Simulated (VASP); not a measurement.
# Au (I4/mmm) in VASP: a series of runs

The runs below take Au through single point, with r2SCAN.

Program: VASP 6.6.1. These are calculated values, not measurements. Logs are shortened: lines on timing, memory, paths and dates and some standing lists are left out, and cuts for length are marked.

## 1. The cell of the first run

It takes space group I4/mmm (No. 139, tetragonal). The conventional cell has a = 3.226 Å, b = 3.226 Å, c = 3.472 Å, α = 90.00°, β = 90.00°, γ = 90.00°. Within 3.8 Å of Au (site symmetry 4/mmm) lie 14 Au at 2.87 to 3.47 Å.

## 2. Single point, r2SCAN (uniaxial strain along a: +6.0 %)

Contents of POSCAR:

```
Au
1.0
    3.4718985217      0.0000000000      0.0000000000
    0.0000000000      3.2262453244      0.0000000000
    0.0000000000      0.0000000000      3.2262453244
Au
2
Direct
    0.0000000000      0.0000000000      0.0000000000
    0.5000000000      0.5000000000      0.5000000000
```

Contents of INCAR.step1:

```
SYSTEM = Au
PREC = Accurate ; ENCUT = 520
ISMEAR = 0 ; SIGMA = 0.1
LREAL = .False. ; LASPH = .True.
NELM = 100 ; NBANDS = 18
GGA = PE ; ALGO = Normal
EDIFF = 1E-4 ; LWAVE = .True.
LCHARG = .False.
```

Contents of INCAR.step2:

```
SYSTEM = Au
PREC = Accurate ; ENCUT = 520
EDIFF = 1E-6 ; ISMEAR = 0
SIGMA = 0.1 ; LREAL = .False.
LASPH = .True. ; NELM = 100
ALGO = Normal ; ISIF = 2
LWAVE = .False. ; LCHARG = .False.
METAGGA = R2SCAN ; LMIXTAU = .True.
NBANDS = 18 ; ISTART = 1
```

Contents of KPOINTS:

```
regular mesh
0
Gamma
  16 16 16
  0 0 0
```

Potentials or basis: VASP PAW PBE potentials, release 64 (Au).

The run is started by

```console
cat potpaw_PBE.64/Au/POTCAR > POTCAR
cp INCAR.step1 INCAR
mpirun -np 1 vasp_std > vasp.out
cp INCAR.step2 INCAR
mpirun -np 1 vasp_std > vasp.out
```

OUTCAR:

```text
SYSTEM = Au
   PREC = Accurate
   ENCUT = 520
   EDIFF = 1E-6
   ISMEAR = 0
   LREAL = .False.
   LASPH = .True.
   NELM = 100
   ISIF = 2
   METAGGA = R2SCAN
   ISTART = 1

 ion  position               nearest neighbor table
   1  0.000  0.000  0.000-   2 2.87   2 2.87   2 2.87   2 2.87   2 2.87   2 2.87   2 2.87   2 2.87

   2  0.500  0.500  0.500-   1 2.87   1 2.87   1 2.87   1 2.87   1 2.87   1 2.87   1 2.87   1 2.87

  LATTYP: Found a simple tetragonal cell.
 ALAT       =     3.2262453244
 C/A-ratio  =     1.0761421320

  Lattice vectors:

 A1 = (   0.0000000000,   3.2262453244,   0.0000000000)
 A2 = (   0.0000000000,   0.0000000000,   3.2262453244)
 A3 = (   3.4718985217,   0.0000000000,   0.0000000000)

Analysis of symmetry for initial positions (statically):
=====================================================================
 Subroutine PRICEL returns following result:

  LATTYP: Found a body centered tetragonal cell.
 ALAT       =     3.2262453244
 C/A-ratio  =     1.0761421320

  Lattice vectors:

 A1 = (  -1.7359492609,   1.6131226622,   1.6131226622)
 A2 = (  -1.7359492609,  -1.6131226622,  -1.6131226622)
 A3 = (   1.7359492609,  -1.6131226622,   1.6131226622)

   2 primitive cells build up your supercell.

 Routine SETGRP: Setting up the symmetry group for a
 simple tetragonal supercell.

 Subroutine GETGRP returns: Found 16 space group operations
 (whereof 16 operations were pure point group operations)
 out of a pool of 16 trial point group operations.

The static configuration has the point symmetry D_4h.

Analysis of symmetry for dynamics (positions and initial velocities):
=====================================================================
 Subroutine PRICEL returns following result:

  LATTYP: Found a body centered tetragonal cell.
 ALAT       =     3.2262453244
 C/A-ratio  =     1.0761421320

  Lattice vectors:

 A1 = (  -1.7359492609,   1.6131226622,   1.6131226622)
 A2 = (  -1.7359492609,  -1.6131226622,  -1.6131226622)
 A3 = (   1.7359492609,  -1.6131226622,   1.6131226622)

   2 primitive cells build up your supercell.

 Routine SETGRP: Setting up the symmetry group for a
 simple tetragonal supercell.

 Subroutine GETGRP returns: Found 16 space group operations
 (whereof 16 operations were pure point group operations)
[... 93 lines left out ...]
   ICHARG =      0    charge: 1-file 2-atom 10-const
   ISPIN  =      1    spin polarized calculation?
   LNONCOLLINEAR =      F non collinear calculations
   LSORBIT =      F    spin-orbit coupling
   LASPH  =      T    aspherical Exc in radial PAW
   ENCUT  =  520.0 eV  38.22 Ry    6.18 a.u.   6.46  6.00  6.00*2*pi/ulx,y,z
   NELM   =    100;   NELMIN=  2; NELMDL=  0     # of ELM steps
   EDIFF  = 0.1E-05   stopping-criterion for ELM
   LREAL  =      F    real-space projection
   EDIFFG = 0.1E-04   stopping-criterion for IOM
   NSW    =      0    number of steps for IOM
   IBRION =     -1    ionic relax: 0-MD 1-quasi-New 2-CG
   NFREE  =      0    steps in history (QN), initial steepest desc. (CG)
   ISIF   =      2    stress and relaxation
   ISYM   =      2    0-nonsym 1-usesym 2-fastsym
   POTIM  = 0.5000    time-step for ionic-motion
   TEBEG  =    0.0;   TEEND  =   0.0 temperature during run
   PSTRESS=    0.0 pullay stress
   NELECT =      22.0000    total number of electrons
   NUPDOWN=      -1.0000    fix difference up-down
   EMIN   =  10.00;   EMAX   =-10.00  energy-range for DOS
   EFERMI =   0.00;   METHOD = LEGACY
   ISMEAR =     0;   SIGMA  =   0.10  broadening in eV -4-tet -1-fermi 0-gaus
   EFERMI_NEDOS =   21; number of points for ismear=-14 and -15
   IALGO  =     38    algorithm
   IMIX   =      4    mixing-type and parameters
     AMIX     =   0.40;   BMIX     =  1.00
     AMIX_MAG =   1.60;   BMIX_MAG =  1.00
  volume/ion in A,a.u.               =      18.07       121.93
  Fermi-wavevector in a.u.,A,eV,Ry     =   1.387486  2.621967 26.192794  1.925116
  Thomas-Fermi vector in A             =   2.511702
   LORBIT       =      0    0 simple, 1 ext, 2 COOP (PROOUT), +10 PAW based schemes
   METAGGA = R2SCAN    functional components
   LHFCALC =     F    Hartree Fock is set to
   AEXX    =    0.0000 exact exchange contribution
   IVDW    =     0    specifies the selected vdW correction
   LEPSILON=     F    determine dielectric tensor
   LRPA    =     F    only Hartree local field effects (RPA)
 non-spin polarized calculation
 Gauss-broadening in eV      SIGMA  =   0.10
  energy-cutoff  :      520.00
  volume of cell :       36.14
 maximum number of plane-waves:       996
 NGX is ok and might be reduce to    28
   NGX = 13   NGY = 11   NGZ = 11

 number of electron      22.0000000 magnetization

 Free energy of the ion-electron system (eV)
  ---------------------------------------------------
  ext. energy  EPLUGINS =         0.00000000
  ---------------------------------------------------
  free energy    TOTEN  =      -101.14535804 eV

  energy without entropy =     -101.14244245  energy(sigma->0) =     -101.14390025

 E-fermi :   8.4141     XC(G=0): -13.2108

 val. band max:        8.4027584487   @ k =   0.1250   0.4375   0.1875
 cond. band min:       8.4240279274   @ k =   0.4375   0.4375   0.1250
 fundamental gap:      0.0212694787
 Fermi energy:         8.4141189573

 k-point     1 :       0.0000    0.0000    0.0000
  band No.  band energies     occupation
      1      -1.0616      2.00000
      2       1.7730      2.00000
      3       1.8084      2.00000
      4       3.4592      2.00000
      5       3.4592      2.00000
      6       3.8766      2.00000
[... 481 lines left out ...]
      5       3.6672      2.00000
      6       4.5407      2.00000
[... 10 lines left out ...]
     17      24.4503      0.00000
     18      25.8941      0.00000

 [... further k-points ...]

------------------------ aborting loop because EDIFF is reached ----------------------------------------

  FORCE on cell =-STRESS in cart. coord.  units (eV):
  Direction    XX          YY          ZZ          XY          YZ          ZX
  --------------------------------------------------------------------------------------
  -------------------------------------------------------------------------------------
  Total       -0.6622847     -0.8268061     -0.8268061      0.0000000      0.0000000     -0.0000000
  in kB      -29.3625320    -36.6566237    -36.6566237      0.0000000      0.0000000     -0.0000000
  external PRESSURE =     -34.2252598 kB  Pullay stress =       0.0000000 kB

 VOLUME and BASIS-vectors are now :
 -----------------------------------------------------------------------------
  energy-cutoff  :      520.00
  volume of cell :       36.14
      direct lattice vectors                 reciprocal lattice vectors
     3.471898522  0.000000000  0.000000000     0.288026852  0.000000000  0.000000000
     0.000000000  3.226245324  0.000000000     0.000000000  0.309957830  0.000000000
     0.000000000  0.000000000  3.226245324     0.000000000  0.000000000  0.309957830

 POSITION                                       TOTAL-FORCE (eV/Angst)
 -----------------------------------------------------------------------------------
      0.00000      0.00000      0.00000         0.000000      0.000000      0.000000
      1.73595      1.61312      1.61312         0.000000     -0.000000     -0.000000
 -----------------------------------------------------------------------------------
    total drift:                                0.000000      0.000000      0.000000

  FREE ENERGIE OF THE ION-ELECTRON SYSTEM (eV)
  ---------------------------------------------------
  free  energy   TOTEN  =      -101.1453580399 eV

  energy  without entropy=     -101.1424424512  energy(sigma->0) =     -101.14390025
```

Run time: 11 min. Hardware: 1 thread of Intel Xeon 8259CL, shared host; peak memory 0.32 GiB.

What came out:

```yaml
Free_energy: -101.1454 eV
Pressure: -3.4 GPa
Band_gap_on_the_k_mesh: zero (bands 11 and 12 overlap by 5.80 eV)
```

Levels at points of the mesh, in eV from the Fermi level:
| k point | band 8 | band 9 | band 10 | band 11 | band 12 | band 13 | band 14 | band 15 |
| --- | --- | --- | --- | --- | --- | --- | --- | --- |
| (0.00, 0.00, 0.00) | -2.85 | -2.05 | -1.89 | -1.89 | 5.21 | 7.30 | 7.30 | 9.16 |
| (0.50, 0.00, 0.00) | -4.06 | -3.38 | -3.38 | -2.60 | -2.60 | 13.64 | 13.64 | 13.99 |
| (0.00, 0.50, 0.00) | -4.13 | -3.53 | -3.53 | -1.75 | -1.75 | 12.30 | 12.30 | 12.89 |
| (0.50, 0.50, 0.00) | -2.81 | -1.65 | -1.65 | -0.35 | -0.35 | 3.15 | 3.15 | 13.42 |
| (0.00, 0.50, 0.50) | -2.70 | -1.54 | -1.54 | 0.05 | 0.05 | 3.74 | 3.74 | 12.33 |
| (0.50, 0.50, 0.50) | -2.99 | -2.68 | -2.68 | 2.92 | 2.92 | 7.10 | 7.10 | 7.10 |

Caveat: the cell differs from its parent crystal (uniaxial strain along a: +6.0 %); the cell stands under tension; the PAW data sets were made with another functional, which shifts forces and pressure a little; spin-orbit coupling is left out, which moves the levels of the heavy elements.

## 3. Single point, r2SCAN (uniaxial strain along a: -6.0 %, then relaxed in part)

Contents of POSCAR:

```
Au
1.0
    3.0788534060      0.0000000000      0.0000000000
    0.0000000000      3.3849894493      0.0000000000
    0.0000000000      0.0000000000      3.3849894493
Au
2
Direct
    0.0000000000      0.0000000000      0.0000000000
    0.5000000000      0.5000000000      0.5000000000
```

Contents of INCAR.step1:

```
SYSTEM = Au
ALGO = Normal
EDIFF = 1E-4
ENCUT = 520
GGA = PE
ISMEAR = 0
LASPH = .TRUE.
LCHARG = .FALSE.
LREAL = .FALSE.
LWAVE = .TRUE.
NBANDS = 18
NELM = 100
PREC = Accurate
SIGMA = 0.1
```

Contents of INCAR.step2:

```
SYSTEM = Au
ALGO = Normal
EDIFF = 1E-6
ENCUT = 520
ISIF = 2
ISMEAR = 0
ISTART = 1
LASPH = .TRUE.
LCHARG = .FALSE.
LMIXTAU = .TRUE.
LREAL = .FALSE.
LWAVE = .FALSE.
METAGGA = R2SCAN
NBANDS = 18
NELM = 100
PREC = Accurate
SIGMA = 0.1
```

Contents of KPOINTS:

```
k-points
0
G
  16 16 16
  0 0 0
```

Potentials or basis: VASP PAW PBE potentials, release 64 (Au).

The run is started by

```console
cat potpaw_PBE.64/Au/POTCAR > POTCAR
cp INCAR.step1 INCAR
mpirun -np 1 vasp_std > vasp.out
cp INCAR.step2 INCAR
mpirun -np 1 vasp_std > vasp.out
```

It took 8.8 min on 1 thread of Intel Xeon 8259CL, shared host; peak memory 0.33 GiB.

Results (log left out):

- Free energy: -101.1580 eV
- Pressure: 0.0 GPa
- Band gap on the k mesh: zero (bands 11 and 12 overlap by 5.77 eV)

Stress tensor (GPa, compression positive):
```
-0.47  0.00  0.00
 0.00  0.28  0.00
 0.00  0.00  0.28
```

Levels at points of the mesh, in eV from the Fermi level:
```csv
k point,band 7,band 8,band 9,band 10,band 11,band 12,band 13,band 14,band 15,band 16
"(0.00, 0.00, 0.00)",-3.59,-2.83,-2.05,-2.05,-1.84,5.65,5.65,8.56,9.34,15.35
"(0.50, 0.00, 0.00)",-4.59,-4.59,-3.74,-3.74,-1.27,-1.27,12.19,12.19,13.93,13.93
"(0.00, 0.50, 0.00)",-4.01,-4.01,-3.50,-3.50,-2.49,-2.49,12.88,12.88,13.07,13.07
"(0.50, 0.50, 0.00)",-2.55,-2.55,-1.62,-1.62,-0.16,-0.16,3.76,3.76,12.60,12.60
"(0.00, 0.50, 0.50)",-3.17,-3.17,-1.71,-1.71,-0.71,-0.71,2.92,2.92,14.02,14.02
"(0.50, 0.50, 0.50)",-3.09,-3.09,-2.74,-2.74,3.06,3.06,6.81,6.81,7.71,7.71
```

Caveat: the cell differs from its parent crystal (uniaxial strain along a: -6.0 %, then relaxed in part); the PAW data sets were made with another functional, which shifts forces and pressure a little; spin-orbit coupling is left out, which moves the levels of the heavy elements.

(Continued in part 2 of 2.)

The gap in the log of VASP goes by the Fermi energy; the results here count the filled bands.